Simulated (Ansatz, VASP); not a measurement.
## Two plane-wave programs on BN

```xyz
2
Lattice="0.0000 1.8130 1.8130 1.8130 0.0000 1.8130 1.8130 1.8130 0.0000" Properties=species:S:1:pos:R:3 pbc="T T T"
B     0.0000    0.0000    0.0000
N     2.7772    2.6618    2.6618
```

Change from the starting cell: all N atoms moved +0.100 Å, as atom 2 towards its neighbour atom 1 (B) at 1.570 Å.

Alike in both runs: task single point; functional r2SCAN; k mesh 12 × 12 × 12; occupations gaussian, width 0.05 eV; no spin polarisation.

|  | VASP | Ansatz |
| --- | --- | --- |
| version | VASP 6.6.1 | Ansatz 0.2.0 |
| potentials or method | VASP PAW PBE potentials, release 64 (B, N), cutoff 520 eV | scalar-relativistic, plane waves, PAW |
| valence electrons in the cell | 8 | 8 |

Ansatz gave:

| Property | Result |
| --- | --- |
| gap on the k mesh at the Fermi level (eV) | 4.38 |
| least direct gap on the mesh (eV) | 8.59 |
| pressure (GPa) | -1.8 |
| traceless stress, the component that is largest in VASP (GPa) | -2.40 |
| rms of the force components (eV/Å) | 1.685 |

Task: What did VASP give for the same quantities?

Result: gap on the k mesh at the Fermi level (eV): 4.36; least direct gap on the mesh (eV): 8.57; pressure (GPa): -0.8; traceless stress, the component that is largest in VASP (GPa): -2.54; rms of the force components (eV/Å): 1.685.

VASP's potentials were made for PBE, not for r2SCAN. Atom by atom the forces differ by 0.000 eV/Å (rms over components).
